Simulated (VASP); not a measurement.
# TiSi2 (Immm) in VASP: further runs

The runs below take TiSi2 through single point, with LDA, PBEsol.

All numbers are computed with VASP 6.6.1; they aren't measurements. Logs are shortened: lines on timing, memory, paths and dates and some standing lists are left out, and cuts for length are marked.

## 1. The cell of the first run

Symmetry: Immm, No. 71, orthorhombic system. Conventional cell: a = 2.907 Å, b = 3.376 Å, c = 8.270 Å, α = 90.00°, β = 90.00°, γ = 90.00°. Within 3.5 Å of Ti (site symmetry mmm) lie 10 Si at 2.63 to 2.74 Å and 4 Ti at 2.91 to 3.38 Å. Si (site symmetry mm2) has 9 Si at 2.60 to 3.38 Å and 5 Ti at 2.63 to 2.74 Å within 3.4 Å.

## 2. Single point, LDA

INCAR reads:

```
ALGO = Normal
EDIFF = 1E-6
ENCUT = 520
ISIF = 2
ISMEAR = -1
LASPH = True
LCHARG = True
LELF = True
LREAL = False
LVHAR = True
LWAVE = False
NBANDS = 17
NELM = 80
PREC = Accurate
SIGMA = 0.05
```

KPOINTS reads:

```
k-points
0
Gamma
  12 12 12
```

POSCAR reads:

```
TiSi2
1.0
   -1.4532744419      1.6879114209      4.1348888998
    1.4532744419     -1.6879114209      4.1348888998
    1.4532744419      1.6879114209     -4.1348888998
Ti Si
1 2
Direct
    0.0000000000      0.0000000000      0.0000000000
    0.6689681751      0.6689681751      0.0000000000
    0.3310318249      0.3310318249      0.0000000000
```

Potentials or basis: VASP PAW LDA potentials, release 64 (Ti_sv, Si).

On the command line:

```
$ cat potpaw_LDA.64/Ti_sv/POTCAR potpaw_LDA.64/Si/POTCAR > POTCAR
$ mpirun -np 1 vasp_std > vasp.out
```

OUTCAR:

```text
EDIFF = 1E-6
   ENCUT = 520
   ISIF = 2
   ISMEAR = -1
   LASPH = True
   LREAL = False
   NELM = 80
   PREC = Accurate

 ion  position               nearest neighbor table
   1  0.000  0.000  0.000-   2 2.63   2 2.63   2 2.63   3 2.63   2 2.63   3 2.63   3 2.63   3 2.63
                             2 2.74   3 2.74
   2  0.669  0.669  0.000-   3 2.60   3 2.60   3 2.60   3 2.60   1 2.63   1 2.63   1 2.63   1 2.63
                             1 2.74   3 2.79
   3  0.331  0.331  0.000-   2 2.60   2 2.60   2 2.60   2 2.60   1 2.63   1 2.63   1 2.63   1 2.63
                             1 2.74   2 2.79

  LATTYP: Found a body centered orthorhombic cell.
 ALAT       =     2.9065488838
 B/A-ratio  =     1.1614540050
 C/A-ratio  =     2.8452223342

  Lattice vectors:

 A1 = (  -1.4532744419,   1.6879114209,   4.1348888998)
 A2 = (   1.4532744419,  -1.6879114209,   4.1348888998)
 A3 = (   1.4532744419,   1.6879114209,  -4.1348888998)

Analysis of symmetry for initial positions (statically):
=====================================================================
 Subroutine PRICEL returns:
 Original cell was already a primitive cell.

 Routine SETGRP: Setting up the symmetry group for a
 body centered orthorhombic supercell.

 Subroutine GETGRP returns: Found  8 space group operations
 (whereof  8 operations were pure point group operations)
 out of a pool of  8 trial point group operations.

The static configuration has the point symmetry D_2h.

Analysis of symmetry for dynamics (positions and initial velocities):
=====================================================================
 Subroutine PRICEL returns:
 Original cell was already a primitive cell.

 Routine SETGRP: Setting up the symmetry group for a
 body centered orthorhombic supercell.

 Subroutine GETGRP returns: Found  8 space group operations
 (whereof  8 operations were pure point group operations)
 out of a pool of  8 trial point group operations.

The dynamic configuration has the point symmetry D_2h.

 Subroutine INISYM returns: Found  8 space group operations
 (whereof  8 operations are pure point group operations),
 and found     1 'primitive' translations

----------------------------------------------------------------------------------------

                                     Primitive cell

  volume of cell :      40.5715

  direct lattice vectors                    reciprocal lattice vectors
    -1.453274442  1.687911421  4.134888900     0.000000000  0.296224075  0.120922233
     1.453274442 -1.687911421  4.134888900     0.344050639  0.000000000  0.120922233
[... 88 lines left out ...]
   LREAL  =      F    real-space projection
   EDIFFG = 0.1E-04   stopping-criterion for IOM
   NSW    =      0    number of steps for IOM
   IBRION =     -1    ionic relax: 0-MD 1-quasi-New 2-CG
   NFREE  =      0    steps in history (QN), initial steepest desc. (CG)
   ISIF   =      2    stress and relaxation
   ISYM   =      2    0-nonsym 1-usesym 2-fastsym
   POTIM  = 0.5000    time-step for ionic-motion
   TEBEG  =    0.0;   TEEND  =   0.0 temperature during run
   PSTRESS=    0.0 pullay stress
   NELECT =      20.0000    total number of electrons
   NUPDOWN=      -1.0000    fix difference up-down
   EMIN   =  10.00;   EMAX   =-10.00  energy-range for DOS
   EFERMI =   0.00;   METHOD = LEGACY
   ISMEAR =    -1;   SIGMA  =   0.05  broadening in eV -4-tet -1-fermi 0-gaus
   EFERMI_NEDOS =   21; number of points for ismear=-14 and -15
   IALGO  =     38    algorithm
   IMIX   =      4    mixing-type and parameters
     AMIX     =   0.40;   BMIX     =  1.00
     AMIX_MAG =   1.60;   BMIX_MAG =  1.00
  volume/ion in A,a.u.               =      13.52        91.26
  Fermi-wavevector in a.u.,A,eV,Ry     =   1.293236  2.443862 22.755191  1.672459
  Thomas-Fermi vector in A             =   2.424894
   LORBIT       =      0    0 simple, 1 ext, 2 COOP (PROOUT), +10 PAW based schemes
   GGA     = CA    functional components
   LHFCALC =     F    Hartree Fock is set to
   AEXX    =    0.0000 exact exchange contribution
   IVDW    =     0    specifies the selected vdW correction
   LEPSILON=     F    determine dielectric tensor
   LRPA    =     F    only Hartree local field effects (RPA)
 non-spin polarized calculation
  energy-cutoff  :      520.00
  volume of cell :       40.57
 maximum number of plane-waves:      1121
   NGX = 17   NGY = 17   NGZ = 17

 number of electron      20.0000002 magnetization

 Free energy of the ion-electron system (eV)
  ---------------------------------------------------
  ext. energy  EPLUGINS =         0.00000000
  ---------------------------------------------------
  free energy    TOTEN  =       -21.95603040 eV

  energy without entropy =      -21.94540607  energy(sigma->0) =      -21.95071823

 E-fermi :  10.4316     XC(G=0): -12.0531

 val. band max:       10.4291128927   @ k =   0.5000   0.1667   0.0000
 cond. band min:      10.4415974888   @ k =   0.4167   0.1667  -0.0000
 fundamental gap:      0.0124845960
 Fermi energy:        10.4315879609

 k-point     1 :       0.0000    0.0000    0.0000
  band No.  band energies     occupation
      1     -44.9703      2.00000
      2     -21.7054      2.00000
      3     -21.6783      2.00000
      4     -21.4023      2.00000
      5      -2.3123      2.00000
      6       5.5465      2.00000
[... 457 lines left out ...]
      4     -21.4969      2.00000
      5      -0.0434      2.00000
      6       3.2389      2.00000
[... 9 lines left out ...]
     16      15.9644      0.00000
     17      18.5856      0.00000

 [... further k-points ...]

------------------------ aborting loop because EDIFF is reached ----------------------------------------

  FORCE on cell =-STRESS in cart. coord.  units (eV):
  Direction    XX          YY          ZZ          XY          YZ          ZX
  --------------------------------------------------------------------------------------
  -------------------------------------------------------------------------------------
  Total        0.0328816      0.0425435      0.0435301      0.0000000      0.0000000      0.0000000
  in kB        1.2984994      1.6800499      1.7190110      0.0000000      0.0000000      0.0000000
  external PRESSURE =       1.5658534 kB  Pullay stress =       0.0000000 kB

 VOLUME and BASIS-vectors are now :
 -----------------------------------------------------------------------------
  energy-cutoff  :      520.00
  volume of cell :       40.57
      direct lattice vectors                 reciprocal lattice vectors
    -1.453274442  1.687911421  4.134888900     0.000000000  0.296224075  0.120922233
     1.453274442 -1.687911421  4.134888900     0.344050639  0.000000000  0.120922233
     1.453274442  1.687911421 -4.134888900     0.344050639  0.296224075  0.000000000

 POSITION                                       TOTAL-FORCE (eV/Angst)
 -----------------------------------------------------------------------------------
      0.00000      0.00000      0.00000        -0.000000      0.000000      0.000000
      0.00000      0.00000      5.53222         0.000000     -0.000000      0.008445
      0.00000      0.00000      2.73756        -0.000000     -0.000000     -0.008445
 -----------------------------------------------------------------------------------
    total drift:                               -0.000000      0.000000     -0.000000

  FREE ENERGIE OF THE ION-ELECTRON SYSTEM (eV)
  ---------------------------------------------------
  free  energy   TOTEN  =       -21.9560303960 eV

  energy  without entropy=      -21.9454060650  energy(sigma->0) =      -21.95071823
```

OSZICAR:

```text
N       E                     dE             d eps       ncg     rms          rms(c)
DAV:   1     0.132192831074E+03    0.13219E+03   -0.96454E+03  9528   0.122E+03
DAV:   2    -0.146503722564E+02   -0.14684E+03   -0.14289E+03  9694   0.319E+02
DAV:   3    -0.233841750733E+02   -0.87338E+01   -0.85491E+01 14285   0.717E+01
DAV:   4    -0.236412034872E+02   -0.25703E+00   -0.25629E+00 11729   0.112E+01
DAV:   5    -0.236493992126E+02   -0.81957E-02   -0.81938E-02 14779   0.189E+00    0.129E+01
DAV:   6    -0.223358854629E+02    0.13135E+01   -0.14095E+01 12413   0.332E+01    0.509E+00
DAV:   7    -0.220035768820E+02    0.33231E+00   -0.28472E+00 12149   0.145E+01    0.373E+00
DAV:   8    -0.219656565182E+02    0.37920E-01   -0.40467E-01 11463   0.560E+00    0.946E-01
DAV:   9    -0.219567915682E+02    0.88650E-02   -0.10689E-01 11419   0.326E+00    0.411E-01
DAV:  10    -0.219560424390E+02    0.74913E-03   -0.46114E-03 12194   0.537E-01    0.158E-01
DAV:  11    -0.219561005464E+02   -0.58107E-04   -0.23640E-03 13139   0.390E-01    0.113E-01
DAV:  12    -0.219560315416E+02    0.69005E-04   -0.49882E-04 11586   0.223E-01    0.142E-02
DAV:  13    -0.219560309150E+02    0.62666E-06   -0.12645E-05 11443   0.359E-02    0.146E-02
DAV:  14    -0.219560303960E+02    0.51895E-06   -0.27862E-06 10398   0.162E-02
   1 F= -.21956030E+02 E0= -.21950718E+02  d E =-.106243E-01
```

stdout:

```text
POSCAR found type information on POSCAR TiSi
 POSCAR found :  2 types and       3 ions
 scaLAPACK will be used
 LDA part: xc-table for (Slater(with rela. corr.)+CA(PZ))
 , standard interpolation
 POSCAR, INCAR and KPOINTS ok, starting setup
 FFT: planning ... GRIDC
 FFT: planning ... GRID_SOFT
 FFT: planning ... GRID
 WAVECAR not read
 entering main loop
```

Run time: 5.1 min. Hardware: 1 thread of Intel Xeon Platinum 8488C (Sapphire Rapids), shared host; peak memory 0.31 GiB.

What came out:

| Item | Value |
| --- | --- |
| Free energy | -21.9560 eV |
| Pressure | 0.2 GPa |
| Largest force | 0.008 eV/Å |
| Band gap on the k mesh | zero (bands 10 and 11 overlap by 2.41 eV) |

Forces in eV/Å, atoms in the order of the input:
```
Ti   0.000  0.000  0.000
Si   0.000  0.000  0.008
Si   0.000  0.000 -0.008
```

Levels at points of the mesh, in eV from the Fermi level:
| k point | band 6 | band 7 | band 8 | band 9 | band 10 | band 11 | band 12 | band 13 | band 14 | band 15 |
| --- | --- | --- | --- | --- | --- | --- | --- | --- | --- | --- |
| (0.00, 0.00, 0.00) | -4.89 | -3.98 | -2.17 | -0.68 | 0.79 | 2.23 | 2.49 | 3.28 | 4.04 | 4.35 |
| (0.50, 0.00, 0.00) | -9.21 | -4.34 | -3.76 | -0.70 | 0.94 | 2.11 | 2.70 | 3.79 | 4.23 | 5.71 |
| (0.00, 0.50, 0.00) | -8.23 | -3.61 | -3.43 | -1.02 | -0.46 | 0.99 | 2.94 | 3.61 | 4.21 | 4.55 |
| (0.50, 0.50, 0.00) | -5.39 | -5.10 | -4.55 | -2.93 | -1.36 | -0.57 | 3.03 | 3.07 | 3.32 | 3.74 |
| (0.50, 0.50, 0.50) | -8.97 | -1.33 | -1.22 | -0.36 | 0.47 | 2.05 | 2.56 | 2.61 | 3.99 | 4.12 |

## 3. Single point, PBEsol

This run uses another cell than the first one, of 13.81 Å³/atom.

INCAR reads:

```
SYSTEM = TiSi2
PREC = Accurate ; ENCUT = 520
EDIFF = 1E-7 ; ISMEAR = -1
SIGMA = 0.05 ; LREAL = .False.
LASPH = .True. ; NELM = 100
ALGO = Normal ; ISIF = 2
LWAVE = .False. ; LCHARG = .False.
GGA = PS ; NBANDS = 17
```

KPOINTS reads:

```
regular mesh
0
Gamma
  12 12 12
  0 0 0
```

POSCAR reads:

```
TiSi2
1.0
   -1.4642820730      1.6985441906      4.1642857397
    1.4642820730     -1.6985441906      4.1642857397
    1.4642820730      1.6985441906     -4.1642857397
Ti Si
1 2
Direct
    0.0000000000      0.0000000000      0.0000000000
    0.6693811247      0.6693811247      0.0000000000
    0.3306188753      0.3306188753      0.0000000000
```

Potentials or basis: VASP PAW PBE potentials, release 64 (Ti_sv, Si).

On the command line:

```
$ cat potpaw_PBE.64/Ti_sv/POTCAR potpaw_PBE.64/Si/POTCAR > POTCAR
$ mpirun -np 1 vasp_std > vasp.out
```

OUTCAR:

```text
SYSTEM = TiSi2
   PREC = Accurate
   ENCUT = 520
   EDIFF = 1E-7
   ISMEAR = -1
   LREAL = .False.
   LASPH = .True.
   NELM = 100
   ISIF = 2
   GGA = PS

 ion  position               nearest neighbor table
   1  0.000  0.000  0.000-   2 2.65   2 2.65   2 2.65   3 2.65   2 2.65   3 2.65   3 2.65   3 2.65
                             2 2.75   3 2.75
   2  0.669  0.669  0.000-   3 2.61   3 2.61   3 2.61   3 2.61   1 2.65   1 2.65   1 2.65   1 2.65
                             1 2.75   3 2.82
   3  0.331  0.331  0.000-   2 2.61   2 2.61   2 2.61   2 2.61   1 2.65   1 2.65   1 2.65   1 2.65
[... 681 lines left out ...]
  --------------------------------------------------------------------------------------
  -------------------------------------------------------------------------------------
  Total        0.0237492      0.0337503      0.0310420      0.0000000      0.0000000      0.0000000
  in kB        0.9184529      1.3052259      1.2004895      0.0000000      0.0000000      0.0000000
  external PRESSURE =       1.1413894 kB  Pullay stress =       0.0000000 kB

 VOLUME and BASIS-vectors are now :
 -----------------------------------------------------------------------------
  energy-cutoff  :      520.00
  volume of cell :       41.43
      direct lattice vectors                 reciprocal lattice vectors
    -1.464282073  1.698544191  4.164285740     0.000000000  0.294369733  0.120068610
     1.464282073 -1.698544191  4.164285740     0.341464264  0.000000000  0.120068610
     1.464282073  1.698544191 -4.164285740     0.341464264  0.294369733  0.000000000

 POSITION                                       TOTAL-FORCE (eV/Angst)
 -----------------------------------------------------------------------------------
      0.00000      0.00000      0.00000        -0.000000      0.000000      0.000000
      0.00000      0.00000      5.57499        -0.000000     -0.000000      0.000242
      0.00000      0.00000      2.75358         0.000000      0.000000     -0.000242
 -----------------------------------------------------------------------------------
    total drift:                                0.000000     -0.000000      0.000000

  FREE ENERGIE OF THE ION-ELECTRON SYSTEM (eV)
  ---------------------------------------------------
  free  energy   TOTEN  =       -21.3460954221 eV

  energy  without entropy=      -21.3353644582  energy(sigma->0) =      -21.34072994
```

OSZICAR:

```text
N       E                     dE             d eps       ncg     rms          rms(c)
DAV:   1     0.130606632897E+03    0.13061E+03   -0.96339E+03  9520   0.122E+03
DAV:   2    -0.141327297230E+02   -0.14474E+03   -0.14084E+03  9758   0.318E+02
DAV:   3    -0.229288089110E+02   -0.87961E+01   -0.85924E+01 14445   0.715E+01
DAV:   4    -0.231717395155E+02   -0.24293E+00   -0.24205E+00 11787   0.109E+01
DAV:   5    -0.231801309985E+02   -0.83915E-02   -0.83896E-02 14722   0.188E+00    0.132E+01
DAV:   6    -0.217337615569E+02    0.14464E+01   -0.14972E+01 12341   0.343E+01    0.507E+00
DAV:   7    -0.213964909272E+02    0.33727E+00   -0.29461E+00 12099   0.144E+01    0.369E+00
DAV:   8    -0.213576308376E+02    0.38860E-01   -0.45362E-01 11412   0.610E+00    0.104E+00
DAV:   9    -0.213474463400E+02    0.10184E-01   -0.13180E-01 11319   0.356E+00    0.455E-01
DAV:  10    -0.213461228503E+02    0.13235E-02   -0.68868E-03 12084   0.685E-01    0.158E-01
DAV:  11    -0.213461845326E+02   -0.61682E-04   -0.28632E-03 12896   0.437E-01    0.125E-01
DAV:  12    -0.213460972356E+02    0.87297E-04   -0.56706E-04 11585   0.234E-01    0.145E-02
DAV:  13    -0.213460960097E+02    0.12259E-05   -0.11456E-05 11132   0.317E-02    0.150E-02
DAV:  14    -0.213460953802E+02    0.62955E-06   -0.32686E-06 11713   0.168E-02    0.161E-03
DAV:  15    -0.213460954221E+02   -0.41890E-07   -0.14686E-07  8193   0.287E-03
   1 F= -.21346095E+02 E0= -.21340730E+02  d E =-.107310E-01
```

It took 5.6 min on 1 thread of Intel Xeon Platinum 8488C (Sapphire Rapids), shared host; peak memory 0.34 GiB.

Results:

* Free energy: -21.3461 eV
* Pressure: 0.1 GPa
* Band gap on the k mesh: zero (bands 10 and 11 overlap by 2.39 eV)

Caveat: the PAW data sets were made with another functional, which shifts forces and pressure a little.
